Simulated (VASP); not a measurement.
# Si (Fd-3m) in VASP: vibrations by perturbation theory with PBE

Aim: the vibrations by perturbation theory of Si with PBE.

Program: VASP 6.6.1. These are calculated values, not measurements. Logs are shortened: lines on timing, memory, paths and dates and some standing lists are left out, and cuts for length are marked.

**1. The cell of the first run**

The structure is cubic, space group Fd-3m (No. 227). Conventional cell: a = 5.427 Å, b = 5.427 Å, c = 5.427 Å, α = 90.00°, β = 90.00°, γ = 90.00°. Si (site symmetry -43m) has 4 Si at 2.35 Å within 3.1 Å.

**2. Vibrations by perturbation theory, PBE**

INCAR reads:

```
SYSTEM = Si
ALGO = Normal ; EDIFF = 1E-8
ENCUT = 520 ; GGA = PE
IBRION = 8 ; ISIF = 2
ISMEAR = 0 ; LASPH = .TRUE.
LCHARG = .TRUE. ; LEPSILON = .TRUE.
LREAL = .FALSE. ; LWAVE = .FALSE.
NELM = 100 ; NSW = 1
PREC = Accurate ; SIGMA = 0.01
```

KPOINTS reads:

```
k-points
0
G
  16 16 16
  0 0 0
```

POSCAR reads:

```
Si
1.0
    0.0000000000      2.7135600000      2.7135600000
    2.7135600000      0.0000000000      2.7135600000
    2.7135600000      2.7135600000      0.0000000000
Si
2
Direct
    0.7500000000      0.7500000000      0.7500000000
    0.5000000000      0.5000000000      0.5000000000
```

Potentials or basis: VASP PAW PBE potentials, release 64 (Si).

Started as:

```bash
> cat potpaw_PBE.64/Si/POTCAR > POTCAR
> mpirun -np 1 vasp_std > vasp.out
```

OUTCAR:

```text
SYSTEM = Si
   EDIFF = 1E-8
   ENCUT = 520
   GGA = PE
   IBRION = 8
   ISIF = 2
   ISMEAR = 0
   LASPH = .TRUE.
   LEPSILON = .TRUE.
   LREAL = .FALSE.
   NELM = 100
   NSW = 1
   PREC = Accurate

 ion  position               nearest neighbor table
   1  0.750  0.750  0.750-   2 2.35   2 2.35   2 2.35   2 2.35
   2  0.500  0.500  0.500-   1 2.35   1 2.35   1 2.35   1 2.35

  LATTYP: Found a face centered cubic cell.
 ALAT       =     5.4271200000

  Lattice vectors:

 A1 = (   0.0000000000,   2.7135600000,   2.7135600000)
 A2 = (   2.7135600000,   0.0000000000,   2.7135600000)
 A3 = (   2.7135600000,   2.7135600000,   0.0000000000)

Analysis of symmetry for initial positions (statically):
=====================================================================
 Subroutine PRICEL returns:
 Original cell was already a primitive cell.

 Routine SETGRP: Setting up the symmetry group for a
 face centered cubic supercell.

 Subroutine GETGRP returns: Found 48 space group operations
 (whereof 24 operations were pure point group operations)
 out of a pool of 48 trial point group operations.

The static configuration has the point symmetry T_d .
 The point group associated with its full space group is O_h .

Analysis of symmetry for dynamics (positions and initial velocities):
=====================================================================
 Subroutine PRICEL returns:
 Original cell was already a primitive cell.

 Routine SETGRP: Setting up the symmetry group for a
 face centered cubic supercell.

 Subroutine GETGRP returns: Found 48 space group operations
 (whereof 24 operations were pure point group operations)
 out of a pool of 48 trial point group operations.

The dynamic configuration has the point symmetry T_d .
 The point group associated with its full space group is O_h .

 Subroutine INISYM returns: Found 48 space group operations
 (whereof 24 operations are pure point group operations),
[... 491 lines left out ...]
     0.00190  0.00000  0.00000
     0.00000 -0.00040 -9.74408
     0.00000 -9.74408 -0.00040

 MACROSCOPIC STATIC DIELECTRIC TENSOR (including local field effects in DFT)
 ------------------------------------------------------
          12.905566    -0.000000     0.000000
           0.000000    12.905566     0.000000
          -0.000000    -0.000000    12.905566
 ------------------------------------------------------

 PIEZOELECTRIC TENSOR (including local field effects)  for field in x, y, z        (e  Angst)
          XX          YY          ZZ          XY          YZ          ZX
  --------------------------------------------------------------------------------
  x     0.00000    -0.00000     0.00000     0.00000     0.00000     0.00000
  y    -0.00000     0.00000    -0.00000     0.00000     0.00000     0.00000
  z     0.00000    -0.00000     0.00000    -0.00000     0.00000     0.00000

 PIEZOELECTRIC TENSOR (including local field effects)  for field in x, y, z        (C/m^2)
          XX          YY          ZZ          XY          YZ          ZX
  --------------------------------------------------------------------------------
  x     0.00000    -0.00000     0.00000     0.00000     0.00000     0.00000
  y    -0.00000     0.00000    -0.00000     0.00000     0.00000     0.00000
  z     0.00000    -0.00000     0.00000    -0.00000     0.00000     0.00000

 BORN EFFECTIVE CHARGES (including local field effects) (in |e|, cummulative output)
 ---------------------------------------------------------------------------------
 ion    1
    1     0.00000     0.00000     0.00000
    2     0.00000     0.00000     0.00000
    3     0.00000     0.00000     0.00000
 ion    2
    1    -0.00000     0.00000    -0.00000
    2    -0.00000    -0.00000    -0.00000
    3     0.00000     0.00000    -0.00000

 INTERNAL STRAIN TENSOR FOR ION    2 for displacements in x,y,z  (eV/Angst):
          X           Y           Z          XY          YZ          ZX
  --------------------------------------------------------------------------------
  x     0.00000     0.00000     0.00000     0.00000     9.74408     0.00000
  y     0.00000     0.00000     0.00000     0.00000     0.00000     9.74408
  z     0.00000     0.00000     0.00000     9.74408     0.00000     0.00000

 SECOND DERIVATIVES (NOT SYMMETRIZED)
 ------------------------------------
               1X          1Y          1Z          2X          2Y          2Z
  1X   -13.642129    0.000000    0.000000   13.642129    0.000000    0.000000
  1Y     0.000000  -13.642129    0.000000    0.000000   13.642129    0.000000
  1Z     0.000000    0.000000  -13.642129    0.000000    0.000000   13.642129
  2X    13.642129    0.000000    0.000000  -13.642129    0.000000    0.000000
  2Y     0.000000   13.642129    0.000000    0.000000  -13.642129    0.000000
  2Z     0.000000    0.000000   13.642129    0.000000    0.000000  -13.642129

 Eigenvectors and eigenvalues of the dynamical matrix
 ----------------------------------------------------

   1 f  =   15.408827 THz    96.816516 2PiTHz  513.983148 cm-1    63.725760 meV
             X         Y         Z           dx          dy          dz
      4.070340  4.070340  4.070340     0.000000   -0.707107    0.000000
      2.713560  2.713560  2.713560     0.000000    0.707107    0.000000
[... 21 lines left out ...]
   6 f  =    0.000000 THz     0.000000 2PiTHz    0.000000 cm-1     0.000000 meV
             X         Y         Z           dx          dy          dz
      4.070340  4.070340  4.070340     0.000000    0.000000    0.707107
      2.713560  2.713560  2.713560     0.000000    0.000000    0.707107

--------------------------------------------------------------------------------------------------------

 MACROSCOPIC STATIC DIELECTRIC TENSOR IONIC CONTRIBUTION
 ------------------------------------------------------
           0.000000     0.000000     0.000000
           0.000000     0.000000     0.000000
           0.000000     0.000000     0.000000
 ------------------------------------------------------

 ELASTIC MODULI CONTR FROM IONIC RELAXATION (kBar)
 Direction    XX          YY          ZZ          XY          YZ          ZX
 --------------------------------------------------------------------------------
 XX           0.0000      0.0000      0.0000      0.0000      0.0000      0.0000
 YY           0.0000      0.0000      0.0000      0.0000      0.0000      0.0000
 ZZ           0.0000      0.0000      0.0000      0.0000      0.0000      0.0000
 XY           0.0000      0.0000      0.0000   -279.0370      0.0000      0.0000
 YZ           0.0000      0.0000      0.0000      0.0000   -279.0370      0.0000
 ZX           0.0000      0.0000      0.0000      0.0000      0.0000   -279.0370
 --------------------------------------------------------------------------------

 PIEZOELECTRIC TENSOR IONIC CONTR  for field in x, y, z        (C/m^2)
          XX          YY          ZZ          XY          YZ          ZX
  --------------------------------------------------------------------------------
  x     0.00000     0.00000     0.00000    -0.00000    -0.00000     0.00000
  y     0.00000     0.00000     0.00000    -0.00000    -0.00000    -0.00000
  z     0.00000     0.00000     0.00000    -0.00000     0.00000     0.00000
```

stdout:

```text
POSCAR found type information on POSCAR Si
 POSCAR found :  1 types and       2 ions
 scaLAPACK will be used
 LDA part: xc-table for (Slater+PW92), standard interpolation
 POSCAR, INCAR and KPOINTS ok, starting setup
 FFT: planning ... GRIDC
 FFT: planning ... GRID_SOFT
 FFT: planning ... GRID
 WAVECAR not read
 entering main loop
 Linear response reoptimize wavefunctions to high precision
 Linear response G [H, r] |phi>, progress :
  Direction:   1
 Linear response G [H, r] |phi>, progress :
  Direction:   2
 Linear response G [H, r] |phi>, progress :
  Direction:   3
 Linear response to external field (no local field effect), progress :
  Direction:   1
 dielectric tensor                  component  1 :    16.773     9.515     1.555
 Linear response to external field (no local field effect), progress :
  Direction:   2
 dielectric tensor                  component  2 :     9.515    17.264    -2.174
 Linear response to external field (no local field effect), progress :
  Direction:   3
 dielectric tensor                  component  3 :     1.555    -2.174     6.534
 Linear response to external field, progress :
  Direction:   1
 dielectric tensor                  component  1 :    12.906     5.147     1.683
 Linear response to external field, progress :
  Direction:   2
 dielectric tensor                  component  2 :     4.606    12.906     0.433
 Linear response to external field, progress :
  Direction:   3
 dielectric tensor                  component  3 :     1.089     3.854    12.906
 Linear response DOF=           1
 Linear response progress:
 first order change of Fermi-energy   0.77251E-04
 force on displaced ion       1 direction 1 : -13.642   0.000   0.000
 Born effective charge ion    1 direction 1 :  -0.002   0.000   0.000
 Born effective charges drift removed
 Linear response finished
```

Run time: 13 min. Hardware: 1 thread of Intel Xeon Platinum 8259CL at 2.50GHz (Skylake/Cascade Lake), shared host; peak memory 0.53 GiB.

What came out:

| Property | Result |
| --- | --- |
| Electronic dielectric tensor (diagonal) | 12.91 |
| Born charges (mean of the diagonal) | Si +0.00 e |
| Highest phonon frequency at Γ | 514 cm⁻¹ |

Phonon frequencies in cm⁻¹ (negative: imaginary):
```tsv
q point	frequencies
(0.000, 0.000, 0.000)	0 0 0 514 514 514
```

Electronic dielectric tensor:
```
12.91  0.00  0.00
 0.00 12.91  0.00
 0.00  0.00 12.91
```

Born effective charge tensors (e):
atom 1, Si
```
0.00 0.00 0.00
0.00 0.00 0.00
0.00 0.00 0.00
```
atom 2, Si
```
0.00 0.00 0.00
0.00 0.00 0.00
0.00 0.00 0.00
```

Caveat: the cell wasn't relaxed at this level first, which shifts response properties.
